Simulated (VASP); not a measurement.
# Pd (P6/mmm) in VASP: a series of runs

Pd is run at these levels: PBE; tasks: single point.

Program: VASP 6.6.1. These are calculated values, not measurements. Logs are shortened: lines on timing, memory, paths and dates and some standing lists are left out, and cuts for length are marked.

### 1 The cell of the first run

Symmetry: P6/mmm, No. 191, hexagonal system. Conventional cell: a = 2.691 Å, b = 2.691 Å, c = 2.636 Å, α = 90.00°, β = 90.00°, γ = 120.00°. Within 3.5 Å of Pd (site symmetry 6/mmm) lie 8 Pd at 2.64 to 2.69 Å.

This isn't the form of Pd at room conditions, which is fcc.

### 2 Single point, PBE

File INCAR:

```
ALGO = Normal
EDIFF = 1E-6
ENCUT = 520
GGA = PE
ISIF = 2
ISMEAR = -1
LASPH = T
LCHARG = T
LELF = T
LREAL = F
LVHAR = T
LWAVE = F
NBANDS = 11
NELM = 100
PREC = Accurate
SIGMA = 0.08
```

File KPOINTS:

```
k-points
0
Gamma
  16 16 15
```

File POSCAR:

```
Pd
1.0
    2.6913032098      0.0000000000      0.0000000000
   -1.3456516049      2.3307369489      0.0000000000
    0.0000000000      0.0000000000      2.6362721691
Pd
1
Direct
    0.0000000000      0.0000000000      0.0000000000
```

Potentials or basis: VASP PAW PBE potentials, release 64 (Pd).

On the command line:

```
cat potpaw_PBE.64/Pd/POTCAR > POTCAR
mpirun -np 1 vasp_std > vasp.out
```

OUTCAR:

```text
EDIFF = 1E-6
   ENCUT = 520
   GGA = PE
   ISIF = 2
   ISMEAR = -1
   LASPH = T
   LREAL = F
   NELM = 100
   PREC = Accurate

 ion  position               nearest neighbor table
   1  0.000  0.000  0.000-

  LATTYP: Found a hexagonal cell.
 ALAT       =     2.6913032098
 C/A-ratio  =     0.9795522703

  Lattice vectors:

 A1 = (   2.6913032098,   0.0000000000,   0.0000000000)
 A2 = (  -1.3456516049,   2.3307369489,   0.0000000000)
 A3 = (   0.0000000000,   0.0000000000,   2.6362721691)

Analysis of symmetry for initial positions (statically):
=====================================================================
 Subroutine PRICEL returns:
 Original cell was already a primitive cell.

 Routine SETGRP: Setting up the symmetry group for a
 hexagonal supercell.

 Subroutine GETGRP returns: Found 24 space group operations
 (whereof 24 operations were pure point group operations)
 out of a pool of 24 trial point group operations.

The static configuration has the point symmetry D_6h.

Analysis of symmetry for dynamics (positions and initial velocities):
=====================================================================
 Subroutine PRICEL returns:
 Original cell was already a primitive cell.

 Routine SETGRP: Setting up the symmetry group for a
 hexagonal supercell.

 Subroutine GETGRP returns: Found 24 space group operations
 (whereof 24 operations were pure point group operations)
 out of a pool of 24 trial point group operations.

The dynamic configuration has the point symmetry D_6h.

 Subroutine INISYM returns: Found 24 space group operations
 (whereof 24 operations are pure point group operations),
 and found     1 'primitive' translations

----------------------------------------------------------------------------------------

                                     Primitive cell

  volume of cell :      16.5366

  direct lattice vectors                    reciprocal lattice vectors
     2.691303210  0.000000000  0.000000000     0.371567201  0.214524423  0.000000000
    -1.345651605  2.330736949  0.000000000     0.000000000  0.429048847  0.000000000
     0.000000000  0.000000000  2.636272169     0.000000000  0.000000000  0.379323505

  length of vectors
     2.691303210  2.691303210  2.636272169     0.429048847  0.429048847  0.379323505

  position of ions in fractional coordinates (direct lattice)
     0.000000000  0.000000000  0.000000000

  ion indices of the primitive-cell ions
   primitive index   ion index
                 1           1

----------------------------------------------------------------------------------------

 KPOINTS: k-points

Automatic generation of k-mesh.
 Grid dimensions read from file:
 generate k-points for:   16   16   15

 Generating k-lattice:

  Cartesian coordinates                     Fractional coordinates (reciprocal lattice)
     0.023222950  0.013407776  0.000000000     0.062500000  0.000000000  0.000000000
     0.000000000  0.026815553  0.000000000     0.000000000  0.062500000  0.000000000
     0.000000000  0.000000000  0.025288234     0.000000000  0.000000000  0.066666667

  Length of vectors
     0.026815553  0.026815553  0.025288234

  Shift w.r.t. Gamma in fractional coordinates (k-lattice)
     0.000000000  0.000000000  0.000000000

 Subroutine IBZKPT returns following result:
 ===========================================

 Found    240 irreducible k-points:

 Following reciprocal coordinates:
            Coordinates               Weight
  0.000000  0.000000  0.000000      1.000000
  0.062500  0.000000  0.000000      6.000000
  0.125000  0.000000  0.000000      6.000000
  0.187500  0.000000  0.000000      6.000000
  0.250000  0.000000  0.000000      6.000000
  0.312500  0.000000  0.000000      6.000000
[... 16 lines left out ...]
  0.187500  0.187500  0.000000      6.000000
  0.250000  0.187500  0.000000     12.000000
 [... further k-points ...]
   k-points           NKPTS =    240   k-points in BZ     NKDIM =    240   number of bands    NBANDS=     11
   number of dos      NEDOS =    301   number of ions     NIONS =      1
   total plane-waves  NPLWV =   8000
   dimension x,y,z NGX =    20 NGY =   20 NGZ =   20
   dimension x,y,z NGXF=    40 NGYF=   40 NGZF=   40
   ions per type =               1
   NGX,Y,Z   is equivalent  to a cutoff of  12.35, 12.35, 12.61 a.u.
   NGXF,Y,Z  is equivalent  to a cutoff of  24.71, 24.71, 25.22 a.u.
 SYSTEM =  unknown system
   PREC   = accura    normal or accurate (medium, high low for compatibility)
   ISTART =      0    job   : 0-new  1-cont  2-samecut
   ICHARG =      2    charge: 1-file 2-atom 10-const
   ISPIN  =      1    spin polarized calculation?
   LNONCOLLINEAR =      F non collinear calculations
   LSORBIT =      F    spin-orbit coupling
   LASPH  =      T    aspherical Exc in radial PAW
   ENCUT  =  520.0 eV  38.22 Ry    6.18 a.u.   5.00  5.00  4.90*2*pi/ulx,y,z
   NELM   =    100;   NELMIN=  2; NELMDL= -5     # of ELM steps
   EDIFF  = 0.1E-05   stopping-criterion for ELM
   LREAL  =      F    real-space projection
   EDIFFG = 0.1E-04   stopping-criterion for IOM
   NSW    =      0    number of steps for IOM
   IBRION =     -1    ionic relax: 0-MD 1-quasi-New 2-CG
   NFREE  =      0    steps in history (QN), initial steepest desc. (CG)
   ISIF   =      2    stress and relaxation
   ISYM   =      2    0-nonsym 1-usesym 2-fastsym
   POTIM  = 0.5000    time-step for ionic-motion
   TEBEG  =    0.0;   TEEND  =   0.0 temperature during run
   PSTRESS=    0.0 pullay stress
   NELECT =      10.0000    total number of electrons
   NUPDOWN=      -1.0000    fix difference up-down
   EMIN   =  10.00;   EMAX   =-10.00  energy-range for DOS
   EFERMI =   0.00;   METHOD = LEGACY
   ISMEAR =    -1;   SIGMA  =   0.08  broadening in eV -4-tet -1-fermi 0-gaus
   EFERMI_NEDOS =   21; number of points for ismear=-14 and -15
   IALGO  =     38    algorithm
   IMIX   =      4    mixing-type and parameters
     AMIX     =   0.40;   BMIX     =  1.00
     AMIX_MAG =   1.60;   BMIX_MAG =  1.00
  volume/ion in A,a.u.               =      16.54       111.59
  Fermi-wavevector in a.u.,A,eV,Ry     =   1.384393  2.616124 26.076171  1.916544
  Thomas-Fermi vector in A             =   2.508902
   LORBIT       =      0    0 simple, 1 ext, 2 COOP (PROOUT), +10 PAW based schemes
   GGA     = PE    functional components
   LHFCALC =     F    Hartree Fock is set to
   AEXX    =    0.0000 exact exchange contribution
   IVDW    =     0    specifies the selected vdW correction
   LEPSILON=     F    determine dielectric tensor
   LRPA    =     F    only Hartree local field effects (RPA)
 non-spin polarized calculation
  energy-cutoff  :      520.00
  volume of cell :       16.54
 maximum number of plane-waves:       456
 NGX is ok and might be reduce to    20
   NGX =  9   NGY =  9   NGZ =  9

 number of electron      10.0000002 magnetization

 Free energy of the ion-electron system (eV)
  ---------------------------------------------------
  ext. energy  EPLUGINS =         0.00000000
  ---------------------------------------------------
  free energy    TOTEN  =        -4.98054692 eV

  energy without entropy =       -4.95762274  energy(sigma->0) =       -4.96908483

 E-fermi :   8.1362     XC(G=0): -12.4072

 val. band max:        8.1333680482   @ k =   0.0625   0.0000   0.0000
 cond. band min:       8.1477442840   @ k =   0.0000   0.0000   0.0000
 fundamental gap:      0.0143762358
 Fermi energy:         8.1361913626

 k-point     1 :       0.0000    0.0000    0.0000
  band No.  band energies     occupation
      1       1.7397      2.00000
      2       3.5414      2.00000
      3       5.5182      2.00000
      4       5.5182      2.00000
      5       8.1477      0.92792
      6       8.1477      0.92792
      7      23.7129      0.00000
      8      25.6359      0.00000
      9      30.6734      0.00000
     10      30.6734      0.00000
     11      30.8367      0.00000

 k-point     2 :       0.0625    0.0000    0.0000
  band No.  band energies     occupation
      1       1.8754      2.00000
      2       3.5830      2.00000
      3       5.4503      2.00000
      4       5.6086      2.00000
      5       8.0679      1.40291
      6       8.1334      1.01764
      7      23.9390      0.00000
      8      25.6931      0.00000
      9      29.4610      0.00000
     10      30.0983      0.00000
     11      31.0899      0.00000

 k-point     3 :       0.1250    0.0000    0.0000
  band No.  band energies     occupation
      1       2.2621      2.00000
      2       3.7020      2.00000
      3       5.2839      2.00000
      4       5.8727      2.00000
      5       7.8483      1.94674
      6       8.0926      1.26604
      7      24.5911      0.00000
      8      25.4269      0.00000
      9      28.0498      0.00000
     10      28.8744      0.00000
     11      30.9262      0.00000

 k-point     4 :       0.1875    0.0000    0.0000
  band No.  band energies     occupation
      1       2.8162      2.00000
      2       3.8668      2.00000
      3       5.1577      2.00000
      4       6.2882      2.00000
      5       7.5391      1.99885
      6       8.0321      1.57207
      7      23.8433      0.00000
      8      25.5992      0.00000
      9      27.4932      0.00000
     10      27.8437      0.00000
     11      30.6378      0.00000
[... 239 lines left out ...]
 k-point    22 :       0.4375    0.1250    0.0000
  band No.  band energies     occupation
      1       3.5499      2.00000
      2       4.5183      2.00000
      3       6.4962      2.00000
      4       7.1265      1.99999
      5       7.6039      1.99743
      6      10.9474      0.00000
      7      14.6703      0.00000
      8      20.7372      0.00000
      9      28.1058      0.00000
     10      31.7284      0.00000
     11      32.6284      0.00000

 k-point    23 :       0.1875    0.1875    0.0000
  band No.  band energies     occupation
      1       4.0783      2.00000
      2       4.5251      2.00000
      3       4.7037      2.00000
      4       6.9368      2.00000
      5       7.7315      1.98737
      6       8.3269      0.16873
      7      20.6067      0.00000
      8      21.1058      0.00000
      9      28.7530      0.00000
     10      29.0278      0.00000
     11      32.6329      0.00000

 k-point    24 :       0.2500    0.1875    0.0000
  band No.  band energies     occupation
      1       4.2738      2.00000
      2       4.3296      2.00000
      3       5.3520      2.00000
      4       6.7739      2.00000
      5       7.5949      1.99770
      6       9.4300      0.00000
      7      18.5299      0.00000
      8      20.0934      0.00000
      9      28.7639      0.00000
     10      30.2243      0.00000
     11      33.5826      0.00000

 [... further k-points ...]

------------------------ aborting loop because EDIFF is reached ----------------------------------------

  FORCE on cell =-STRESS in cart. coord.  units (eV):
  Direction    XX          YY          ZZ          XY          YZ          ZX
  --------------------------------------------------------------------------------------
  -------------------------------------------------------------------------------------
  Total        0.0392814      0.0392814      0.0290630     -0.0000000     -0.0000000      0.0000000
  in kB        3.8058484      3.8058484      2.8158171     -0.0000000     -0.0000000      0.0000000
  external PRESSURE =       3.4758380 kB  Pullay stress =       0.0000000 kB

 VOLUME and BASIS-vectors are now :
 -----------------------------------------------------------------------------
  energy-cutoff  :      520.00
  volume of cell :       16.54
      direct lattice vectors                 reciprocal lattice vectors
     2.691303210  0.000000000  0.000000000     0.371567201  0.214524423  0.000000000
    -1.345651605  2.330736949  0.000000000     0.000000000  0.429048847  0.000000000
     0.000000000  0.000000000  2.636272169     0.000000000  0.000000000  0.379323505

 POSITION                                       TOTAL-FORCE (eV/Angst)
 -----------------------------------------------------------------------------------
      0.00000      0.00000      0.00000        -0.000000      0.000000      0.000000
 -----------------------------------------------------------------------------------
    total drift:                                0.000000      0.000000      0.000000

  FREE ENERGIE OF THE ION-ELECTRON SYSTEM (eV)
  ---------------------------------------------------
  free  energy   TOTEN  =        -4.9805469208 eV

  energy  without entropy=       -4.9576227429  energy(sigma->0) =       -4.96908483
```

It took 28 s on 1 thread of Intel Xeon 8259CL, shared host; peak memory 0.16 GiB.

What came out:

```yaml
Free_energy: -4.9805 eV
Pressure: 0.3 GPa
Band_gap_on_the_k_mesh: zero (bands 5 and 6 overlap by 1.81 eV)
```

Stress tensor (GPa, compression positive):
```
0.38 0.00 0.00
0.00 0.38 0.00
0.00 0.00 0.28
```

### 3 Single point, PBE

File INCAR:

```
PREC = Accurate
ENCUT = 520
EDIFF = 1E-6
ISMEAR = -1
SIGMA = 0.08
LREAL = F
LASPH = T
NELM = 60
ALGO = Normal
ISIF = 2
LWAVE = F
LCHARG = T
GGA = PE
LELF = T
LVHAR = T
NBANDS = 11
```

File KPOINTS:

```
Automatic mesh
0
Gamma
  16 16 15
```

File POSCAR:

```
Pd
1.0
    2.6907085045      0.0000000000      0.0000000000
   -1.3453542523      2.3302219191      0.0000000000
    0.0000000000      0.0000000000      2.6361688659
Pd
1
Direct
    0.0000000000      0.0000000000      0.0000000000
```

Potentials or basis: VASP PAW PBE potentials, release 64 (Pd).

On the command line:

```
cat potpaw_PBE.64/Pd/POTCAR > POTCAR
mpirun -np 1 vasp_std > vasp.out
```

Run time: 36 s. Hardware: 1 thread of Intel Xeon 8259CL, shared host; peak memory 0.16 GiB.

It converged, with:

| Property | Result |
| --- | --- |
| Free energy | -4.9805 eV |
| Pressure | 0.4 GPa |
| Band gap on the k mesh | zero (bands 5 and 6 overlap by 1.81 eV) |

Stress tensor (GPa, compression positive):
```
0.47 0.00 0.00
0.00 0.47 0.00
0.00 0.00 0.31
```

Levels at points of the mesh, in eV from the Fermi level:
```
           k point  band 2  band 3  band 4  band 5  band 6  band 7  band 8  band 9
(0.00, 0.00, 0.00)   -4.60   -2.62   -2.62    0.01    0.01   15.57   17.50   22.55
(0.50, 0.00, 0.00)   -3.66   -1.73   -0.36    0.32    1.19    6.56   14.83   19.50
```
